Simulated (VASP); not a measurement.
Crystal: WAu.

```
CELL_PARAMETERS angstrom
0.00000 2.74798 2.74798
2.74798 0.00000 2.74798
2.74798 2.74798 0.00000
ATOMIC_POSITIONS crystal
W 0.00000 0.00000 0.00000
Au 0.75000 0.75000 0.75000
```

Base run:

| Quantity | Value |
| --- | --- |
| Program | VASP 6.6.1 |
| Functional | r2SCAN |
| Potentials or basis | VASP PAW PBE potentials, release 64 (W_sv, Au) |
| Cutoff | 520 eV |
| k mesh | 8 × 8 × 8 |
| Occupations | fermi-dirac, width 0.05 eV |
| Spin | no spin polarisation |

Its results: pressure 30.2 GPa.

Problem. The run is repeated on the same cell with these changes: functional from r2SCAN to revPBE. What comes out?

Solution. Pressure 35.1 GPa.

Caveats: the PAW data sets were made with another functional, which shifts forces and pressure a little.
